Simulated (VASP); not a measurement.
# CdF2 (I4/mmm) in VASP: notebook

The runs below take CdF2 through single point, with PBE.

All numbers are computed with VASP 6.6.1; they aren't measurements. Logs are shortened: lines on timing, memory, paths and dates and some standing lists are left out, and cuts for length are marked.

## 1. The cell of the first run

Symmetry: I4/mmm, No. 139, tetragonal system. Conventional cell: a = 3.819 Å, b = 3.819 Å, c = 5.810 Å, α = 90.00°, β = 90.00°, γ = 90.00°. Within 3.2 Å of Cd (site symmetry 4/mmm) lie 8 F at 2.40 Å. Within 3.2 Å of F (site symmetry -4m2) lie 4 Cd at 2.40 Å and 6 F at 2.70 to 2.91 Å.

## 2. Single point, PBE (uniaxial strain along c: +6.0 %, then relaxed in part)

INCAR reads:

```
PREC = Accurate ; ENCUT = 520
EDIFF = 1E-6 ; ISMEAR = 0
SIGMA = 0.02 ; LREAL = F
LASPH = T ; NELM = 100
ALGO = Normal ; ISIF = 2
LWAVE = F ; LCHARG = F
GGA = PE ; NBANDS = 35
```

KPOINTS reads:

```
Automatic mesh
0
Gamma
  6 6 4
```

POSCAR reads:

```
CdF2
1.0
    2.7002901968      2.7002901968      0.0000000000
   -2.7002901968      2.7002901968      0.0000000000
    0.0000000000      0.0000000000      5.8103646229
Cd F
2 4
Direct
    0.0000000000      0.0000000000      0.0000000000
    0.5000000000      0.5000000000      0.5000000000
    0.0000000000      0.5000000000      0.7500000000
    0.5000000000      0.0000000000      0.7500000000
    0.5000000000      0.0000000000      0.2500000000
    0.0000000000      0.5000000000      0.2500000000
```

Potentials or basis: VASP PAW PBE potentials, release 64 (Cd, F).

Launch:

```bash
$ cat potpaw_PBE.64/Cd/POTCAR potpaw_PBE.64/F/POTCAR > POTCAR
$ mpirun -np 1 vasp_std > vasp.out
```

OUTCAR:

```text
PREC = Accurate
   ENCUT = 520
   EDIFF = 1E-6
   ISMEAR = 0
   LREAL = F
   LASPH = T
   NELM = 100
   ISIF = 2
   GGA = PE

 ion  position               nearest neighbor table
   1  0.000  0.000  0.000-   3 2.40   4 2.40   5 2.40   6 2.40   3 2.40   6 2.40   4 2.40   5 2.40

   2  0.500  0.500  0.500-   3 2.40   4 2.40   5 2.40   6 2.40   4 2.40   5 2.40   3 2.40   6 2.40

   3  0.000  0.500  0.750-   1 2.40   2 2.40   1 2.40   2 2.40
   4  0.500  0.000  0.750-   1 2.40   2 2.40   2 2.40   1 2.40
   5  0.500  0.000  0.250-   1 2.40   2 2.40   2 2.40   1 2.40
   6  0.000  0.500  0.250-   1 2.40   2 2.40   1 2.40   2 2.40

  LATTYP: Found a simple tetragonal cell.
 ALAT       =     3.8187870187
 C/A-ratio  =     1.5215209946

  Lattice vectors:

 A1 = (   2.7002901968,   2.7002901968,   0.0000000000)
 A2 = (  -2.7002901968,   2.7002901968,   0.0000000000)
 A3 = (   0.0000000000,   0.0000000000,   5.8103646229)

Analysis of symmetry for initial positions (statically):
=====================================================================
 Subroutine PRICEL returns following result:

  LATTYP: Found a body centered tetragonal cell.
 ALAT       =     3.8187870187
 C/A-ratio  =     1.5215209946

  Lattice vectors:

 A1 = (   2.7002901968,   0.0000000000,  -2.9051823114)
 A2 = (  -2.7002901968,   0.0000000000,  -2.9051823115)
 A3 = (   0.0000000000,   2.7002901968,   2.9051823115)

   2 primitive cells build up your supercell.

 Routine SETGRP: Setting up the symmetry group for a
 simple tetragonal supercell.

 Subroutine GETGRP returns: Found 16 space group operations
 (whereof 16 operations were pure point group operations)
 out of a pool of 16 trial point group operations.

The static configuration has the point symmetry D_4h.

Analysis of symmetry for dynamics (positions and initial velocities):
=====================================================================
 Subroutine PRICEL returns following result:

  LATTYP: Found a body centered tetragonal cell.
 ALAT       =     3.8187870187
 C/A-ratio  =     1.5215209946

  Lattice vectors:

 A1 = (   2.7002901968,   0.0000000000,  -2.9051823114)
 A2 = (  -2.7002901968,   0.0000000000,  -2.9051823115)
 A3 = (   0.0000000000,   2.7002901968,   2.9051823115)

   2 primitive cells build up your supercell.

 Routine SETGRP: Setting up the symmetry group for a
 simple tetragonal supercell.

 Subroutine GETGRP returns: Found 16 space group operations
 (whereof 16 operations were pure point group operations)
 out of a pool of 16 trial point group operations.

The dynamic configuration has the point symmetry D_4h.

 Subroutine INISYM returns: Found 16 space group operations
 (whereof 16 operations are pure point group operations),
 and found     2 'primitive' translations

----------------------------------------------------------------------------------------

                                     Primitive cell

  volume of cell :      42.3667

  direct lattice vectors                    reciprocal lattice vectors
     2.700290197  0.000000000 -2.905182311     0.185165284  0.185165284 -0.172106239
    -2.700290197  0.000000000 -2.905182311    -0.185165284  0.185165284 -0.172106239
     0.000000000  2.700290197  2.905182311     0.000000000  0.370330567  0.000000000

  length of vectors
     3.966314588  3.966314588  3.966314588     0.313357498  0.313357498  0.370330567

  position of ions in fractional coordinates (direct lattice)
     0.000000000  0.000000000  0.000000000
     0.250000000  0.750000000  0.500000000
     0.750000000  0.250000000  0.500000000

  ion indices of the primitive-cell ions
   primitive index   ion index
                 1           1
                 2           3
                 3           4

----------------------------------------------------------------------------------------

 KPOINTS: Automatic mesh

Automatic generation of k-mesh.
 Grid dimensions read from file:
 generate k-points for:    6    6    4

 Generating k-lattice:

  Cartesian coordinates                     Fractional coordinates (reciprocal lattice)
     0.030860881  0.030860881  0.000000000     0.166666667  0.000000000  0.000000000
    -0.030860881  0.030860881  0.000000000     0.000000000  0.166666667  0.000000000
     0.000000000  0.000000000  0.043026560     0.000000000  0.000000000  0.250000000

  Length of vectors
     0.043643876  0.043643876  0.043026560

  Shift w.r.t. Gamma in fractional coordinates (k-lattice)
     0.000000000  0.000000000  0.000000000

 Subroutine IBZKPT returns following result:
 ===========================================

 Found     30 irreducible k-points:

 Following reciprocal coordinates:
            Coordinates               Weight
  0.000000  0.000000  0.000000      1.000000
  0.166667  0.000000  0.000000      4.000000
  0.333333  0.000000  0.000000      4.000000
  0.500000  0.000000  0.000000      2.000000
  0.166667  0.166667  0.000000      4.000000
  0.333333  0.166667  0.000000      8.000000
[... 16 lines left out ...]
  0.333333  0.000000  0.500000      4.000000
  0.500000  0.000000  0.500000      2.000000
 [... further k-points ...]
   k-points           NKPTS =     30   k-points in BZ     NKDIM =     30   number of bands    NBANDS=     35
   number of dos      NEDOS =    301   number of ions     NIONS =      6
   total plane-waves  NPLWV =  37632
   dimension x,y,z NGX =    28 NGY =   28 NGZ =   48
   dimension x,y,z NGXF=    56 NGYF=   56 NGZF=   96
   ions per type =               2   4
   NGX,Y,Z   is equivalent  to a cutoff of  12.19, 12.19, 13.73 a.u.
   NGXF,Y,Z  is equivalent  to a cutoff of  24.38, 24.38, 27.47 a.u.
 SYSTEM =  unknown system
   PREC   = accura    normal or accurate (medium, high low for compatibility)
   ISTART =      0    job   : 0-new  1-cont  2-samecut
   ICHARG =      2    charge: 1-file 2-atom 10-const
   ISPIN  =      1    spin polarized calculation?
   LNONCOLLINEAR =      F non collinear calculations
   LSORBIT =      F    spin-orbit coupling
   LASPH  =      T    aspherical Exc in radial PAW
   ENCUT  =  520.0 eV  38.22 Ry    6.18 a.u.   7.10  7.10 10.80*2*pi/ulx,y,z
   NELM   =    100;   NELMIN=  2; NELMDL= -5     # of ELM steps
   EDIFF  = 0.1E-05   stopping-criterion for ELM
   LREAL  =      F    real-space projection
   EDIFFG = 0.1E-04   stopping-criterion for IOM
   NSW    =      0    number of steps for IOM
   IBRION =     -1    ionic relax: 0-MD 1-quasi-New 2-CG
   NFREE  =      0    steps in history (QN), initial steepest desc. (CG)
   ISIF   =      2    stress and relaxation
   ISYM   =      2    0-nonsym 1-usesym 2-fastsym
   POTIM  = 0.5000    time-step for ionic-motion
   TEBEG  =    0.0;   TEEND  =   0.0 temperature during run
   PSTRESS=    0.0 pullay stress
   NELECT =      52.0000    total number of electrons
   NUPDOWN=      -1.0000    fix difference up-down
   EMIN   =  10.00;   EMAX   =-10.00  energy-range for DOS
   EFERMI =   0.00;   METHOD = LEGACY
   ISMEAR =     0;   SIGMA  =   0.02  broadening in eV -4-tet -1-fermi 0-gaus
   EFERMI_NEDOS =   21; number of points for ismear=-14 and -15
   IALGO  =     38    algorithm
   IMIX   =      4    mixing-type and parameters
     AMIX     =   0.40;   BMIX     =  1.00
     AMIX_MAG =   1.60;   BMIX_MAG =  1.00
  volume/ion in A,a.u.               =      14.12        95.30
  Fermi-wavevector in a.u.,A,eV,Ry     =   1.391205  2.628997 26.333422  1.935452
  Thomas-Fermi vector in A             =   2.515067
   LORBIT       =      0    0 simple, 1 ext, 2 COOP (PROOUT), +10 PAW based schemes
   GGA     = PE    functional components
   LHFCALC =     F    Hartree Fock is set to
   AEXX    =    0.0000 exact exchange contribution
   IVDW    =     0    specifies the selected vdW correction
   LEPSILON=     F    determine dielectric tensor
   LRPA    =     F    only Hartree local field effects (RPA)
 non-spin polarized calculation
 Gauss-broadening in eV      SIGMA  =   0.02
  energy-cutoff  :      520.00
  volume of cell :       84.73
 maximum number of plane-waves:      2310
   NGX = 15   NGY = 15   NGZ = 21

 number of electron      51.9999940 magnetization

 Free energy of the ion-electron system (eV)
  ---------------------------------------------------
  ext. energy  EPLUGINS =         0.00000000
  ---------------------------------------------------
  free energy    TOTEN  =       -21.70698644 eV

  energy without entropy =      -21.70698644  energy(sigma->0) =      -21.70698644

 E-fermi :  -1.6031     XC(G=0):  -9.9871

 val. band max:       -1.7750806810   @ k =   0.5000   0.5000   0.5000
 cond. band min:       0.8642785795   @ k =   0.0000   0.0000   0.0000
 fundamental gap:      2.6393592605
 Fermi energy:        -1.6031335877

 k-point     1 :       0.0000    0.0000    0.0000
  band No.  band energies     occupation
      1     -22.2559      2.00000
      2     -21.9650      2.00000
      3     -21.5514      2.00000
      4     -21.3360      2.00000
      5      -7.3373      2.00000
      6      -7.2797      2.00000
[... 27 lines left out ...]
     34      11.8801      0.00000
     35      11.8801      0.00000

 k-point     2 :       0.1667    0.0000    0.0000
  band No.  band energies     occupation
      1     -22.2018      2.00000
      2     -21.9292      2.00000
      3     -21.5904      2.00000
      4     -21.3843      2.00000
      5      -7.2698      2.00000
      6      -7.2236      2.00000
[... 27 lines left out ...]
     34      11.9759      0.00000
     35      11.9962      0.00000

 k-point     3 :       0.3333    0.0000    0.0000
  band No.  band energies     occupation
      1     -22.0583      2.00000
      2     -21.8256      2.00000
      3     -21.7039      2.00000
      4     -21.5124      2.00000
      5      -7.1203      2.00000
      6      -7.0751      2.00000
[... 27 lines left out ...]
     34      12.2301      0.00000
     35      12.8296      0.00000
[... 723 lines left out ...]
 k-point    23 :       0.3333    0.0000    0.5000
  band No.  band energies     occupation
      1     -21.9454      2.00000
      2     -21.9454      2.00000
      3     -21.6083      2.00000
      4     -21.6083      2.00000
      5      -7.0830      2.00000
      6      -7.0830      2.00000
[... 27 lines left out ...]
     34      11.8489      0.00000
     35      14.4387      0.00000

 k-point    24 :       0.5000    0.0000    0.5000
  band No.  band energies     occupation
      1     -21.8026      2.00000
      2     -21.8026      2.00000
      3     -21.7490      2.00000
      4     -21.7490      2.00000
      5      -7.0924      2.00000
      6      -7.0924      2.00000
[... 27 lines left out ...]
     34      12.1630      0.00000
     35      15.3915      0.00000

 [... further k-points ...]
[... 5 lines left out ...]
  --------------------------------------------------------------------------------------
  -------------------------------------------------------------------------------------
  Total        0.2019579      0.2019579     -3.7618438      0.0000000      0.0000000      0.0000000
  in kB        3.8187135      3.8187135    -71.1306998      0.0000000      0.0000000      0.0000000
  external PRESSURE =     -21.1644243 kB  Pullay stress =       0.0000000 kB

 VOLUME and BASIS-vectors are now :
 -----------------------------------------------------------------------------
  energy-cutoff  :      520.00
  volume of cell :       84.73
      direct lattice vectors                 reciprocal lattice vectors
     2.700290197  2.700290197  0.000000000     0.185165284  0.185165284  0.000000000
    -2.700290197  2.700290197  0.000000000    -0.185165284  0.185165284  0.000000000
     0.000000000  0.000000000  5.810364623     0.000000000  0.000000000  0.172106239

 POSITION                                       TOTAL-FORCE (eV/Angst)
 -----------------------------------------------------------------------------------
      0.00000      0.00000      0.00000        -0.000000      0.000000      0.000000
      0.00000      2.70029      2.90518         0.000000      0.000000     -0.000000
     -1.35015      1.35015      4.35777         0.000000     -0.000000     -0.000000
      1.35015      1.35015      4.35777         0.000000      0.000000      0.000000
      1.35015      1.35015      1.45259        -0.000000     -0.000000     -0.000000
     -1.35015      1.35015      1.45259         0.000000      0.000000     -0.000000
 -----------------------------------------------------------------------------------
    total drift:                               -0.000000      0.000000      0.000000

  FREE ENERGIE OF THE ION-ELECTRON SYSTEM (eV)
  ---------------------------------------------------
  free  energy   TOTEN  =       -21.7069864433 eV

  energy  without entropy=      -21.7069864433  energy(sigma->0) =      -21.70698644
```

Wall time 64 s (1 thread of Intel Xeon Platinum 8259CL at 2.50GHz (Skylake/Cascade Lake), shared host); peak memory 0.22 GiB.

Results:

* Free energy: -21.7070 eV
* Pressure: -2.1 GPa
* Band gap on the k mesh: 2.64 eV

Stress tensor (GPa, compression positive):
```
 0.38  0.00  0.00
 0.00  0.38  0.00
 0.00  0.00 -7.11
```

Levels at points of the mesh, in eV from the valence-band top:
```
           k point  band 24  band 25  band 26  band 27  band 28  band 29
(0.00, 0.00, 0.00)    -0.57    -0.09    -0.09     2.64     7.22     9.25
(0.50, 0.00, 0.00)    -0.58    -0.51    -0.51     6.10     6.10     9.45
(0.50, 0.50, 0.00)    -0.30    -0.05    -0.05     7.19     7.19     9.00
(0.00, 0.00, 0.50)    -0.27    -0.27    -0.27     4.71     4.71    10.62
(0.50, 0.00, 0.50)    -0.56    -0.51    -0.51     6.44     6.44     8.70
(0.50, 0.50, 0.50)    -0.35     0.00     0.00     7.26     7.26    10.78
```

Caveat: the cell differs from its parent crystal (uniaxial strain along c: +6.0 %, then relaxed in part).

## 3. Single point, PBE (uniaxial strain along c: +6.0 %)

INCAR reads:

```
SYSTEM = CdF2
PREC = Accurate
ENCUT = 520
EDIFF = 1E-6
ISMEAR = 0
SIGMA = 0.02
LREAL = .FALSE.
LASPH = .TRUE.
NELM = 60
ALGO = Normal
ISIF = 2
LWAVE = .FALSE.
LCHARG = .FALSE.
GGA = PE
NBANDS = 35
```

KPOINTS reads:

```
Automatic mesh
0
G
  6 6 4
  0 0 0
```

POSCAR, as its differences from that of step 2:

```diff
@@ -2,4 +2,4 @@
 1.0
-    2.7002901968      2.7002901968      0.0000000000
-   -2.7002901968      2.7002901968      0.0000000000
+    2.6996269592      2.6996269592      0.0000000000
+   -2.6996269592      2.6996269592      0.0000000000
     0.0000000000      0.0000000000      5.8103646229
```

Potentials or basis: VASP PAW PBE potentials, release 64 (Cd, F).

Launch:

```bash
$ cat potpaw_PBE.64/Cd/POTCAR potpaw_PBE.64/F/POTCAR > POTCAR
$ mpirun -np 1 vasp_std > vasp.out
```

Wall time 61 s (1 thread of Intel Xeon Platinum 8259CL at 2.50GHz (Skylake/Cascade Lake), shared host); peak memory 0.22 GiB.

The run converged. Its results:

| Quantity | Value |
| --- | --- |
| Free energy | -21.7069 eV |
| Pressure | -2.1 GPa |
| Band gap on the k mesh | 2.64 eV |

Stress tensor (GPa, compression positive):
```
 0.43  0.00  0.00
 0.00  0.43  0.00
 0.00  0.00 -7.09
```

Levels at points of the mesh, in eV from the valence-band top:
```tsv
k point	band 24	band 25	band 26	band 27	band 28	band 29
(0.00, 0.00, 0.00)	-0.57	-0.09	-0.09	2.64	7.22	9.25
(0.50, 0.00, 0.00)	-0.58	-0.51	-0.51	6.10	6.10	9.45
(0.50, 0.50, 0.00)	-0.30	-0.05	-0.05	7.19	7.19	9.01
(0.00, 0.00, 0.50)	-0.27	-0.27	-0.27	4.72	4.72	10.62
(0.50, 0.00, 0.50)	-0.56	-0.51	-0.51	6.44	6.44	8.70
(0.50, 0.50, 0.50)	-0.35	0.00	0.00	7.26	7.26	10.78
```

Caveat: the cell differs from its parent crystal (uniaxial strain along c: +6.0 %). A k mesh can miss the band edges.

## 4. Single point, PBE

INCAR reads:

```
SYSTEM = CdF2
ALGO = Normal
EDIFF = 1E-7
ENCUT = 520
GGA = PE
ISIF = 2
ISMEAR = 0
LASPH = .True.
LCHARG = .True.
LELF = .True.
LREAL = .False.
LVHAR = .True.
LWAVE = .False.
NBANDS = 35
NELM = 80
PREC = Accurate
SIGMA = 0.02
```

KPOINTS reads:

```
k-points
0
Gamma
  6 6 4
  0 0 0
```

POSCAR, as its differences from that of step 3:

```diff
@@ -2,4 +2,4 @@
 1.0
-    2.6996269592      2.6996269592      0.0000000000
-   -2.6996269592      2.6996269592      0.0000000000
+    2.7002901968      2.7002901968      0.0000000000
+   -2.7002901968      2.7002901968      0.0000000000
     0.0000000000      0.0000000000      5.8103646229
```

Launch:

```bash
$ cat potpaw_PBE.64/Cd/POTCAR potpaw_PBE.64/F/POTCAR > POTCAR
$ mpirun -np 1 vasp_std > vasp.out
```

Wall time 64 s (1 thread of Intel Xeon Platinum 8259CL at 2.50GHz (Skylake/Cascade Lake), shared host); peak memory 0.22 GiB.

The run converged. Its results:

```
Free energy            : -21.7070 eV
Pressure               : -2.1 GPa
Band gap on the k mesh : 2.64 eV
```

Stress tensor (GPa, compression positive):
```
 0.38  0.00  0.00
 0.00  0.38  0.00
 0.00  0.00 -7.11
```

Levels at points of the mesh, in eV from the valence-band top:
| k point | band 23 | band 24 | band 25 | band 26 | band 27 | band 28 | band 29 | band 30 |
| --- | --- | --- | --- | --- | --- | --- | --- | --- |
| (0.00, 0.00, 0.00) | -0.67 | -0.57 | -0.09 | -0.09 | 2.64 | 7.22 | 9.25 | 11.74 |
| (0.50, 0.00, 0.00) | -0.58 | -0.58 | -0.51 | -0.51 | 6.10 | 6.10 | 9.45 | 9.45 |
| (0.50, 0.50, 0.00) | -0.30 | -0.30 | -0.05 | -0.05 | 7.19 | 7.19 | 9.00 | 9.00 |
| (0.00, 0.00, 0.50) | -0.27 | -0.27 | -0.27 | -0.27 | 4.71 | 4.71 | 10.62 | 10.62 |
| (0.50, 0.00, 0.50) | -0.56 | -0.56 | -0.51 | -0.51 | 6.44 | 6.44 | 8.70 | 8.70 |
| (0.50, 0.50, 0.50) | -0.35 | -0.35 | 0.00 | 0.00 | 7.26 | 7.26 | 10.78 | 10.78 |

A k mesh can miss the band edges. PBE gaps usually lie below the measured ones, often by a third to a half.
